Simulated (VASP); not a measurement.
Sr2O:

```
CELL_PARAMETERS angstrom
4.68366 0.00000 0.00000
-2.34183 4.05617 0.00000
0.00000 0.00000 4.47068
ATOMIC_POSITIONS crystal
Sr 0.33333 0.66667 0.00000
Sr 0.66667 0.33333 0.00000
O 0.00000 0.00000 0.00000
```

The cell was generated, and may not be a known phase.

```yaml
Program: VASP 6.6.1
Task: relaxation of cell and atoms
Functional: PBE
Potentials_or_basis: VASP PAW PBE potentials, release 64 (Sr_sv, O_h)
Cutoff: 1340 eV
k_mesh: 6 × 6 × 4
Occupations: gaussian, width 0.1 eV
Spin: no spin polarisation
```

At the start: pressure 2.9 GPa; volume 28.31 Å³/atom.

Task: How do energy, volume and symmetry change on relaxing?

Result: Over 8 steps the energy falls by 94.8 meV/atom and the volume is 28.46 Å³/atom (+0.5 %); space group P6/mmm (No. 191, to 0.1 Å) before and after.

The path:
| step | energy change (eV) | largest force (eV/Å) | pressure (GPa) | volume (Å³) |
| --- | --- | --- | --- | --- |
| 1 | 0.0000 | 0.0000 | 2.91 | 84.93 |
| 2 | -0.2248 | 0.0000 | -0.83 | 91.19 |
| 3 | -0.2336 | 0.0000 | -1.39 | 93.05 |
| 4 | -0.2336 | 0.0000 | -1.36 | 92.83 |
| 5 | -0.2671 | 0.0000 | -0.95 | 89.86 |
| 6 | -0.2816 | 0.0000 | -0.46 | 86.92 |
| 7 | -0.2818 | 0.0000 | -0.38 | 86.49 |
| 8 | -0.2845 | 0.0000 | -0.05 | 85.39 |

Final structure:
```xyz
3
Lattice="4.9437 0.0000 0.0000 -2.4718 4.2813 0.0000 0.0000 0.0000 4.0343" Properties=species:S:1:pos:R:3 pbc="T T T"
Sr    0.0000    2.8542    0.0000
Sr    2.4718    1.4271    4.0343
O     0.0000    0.0000    0.0000
```
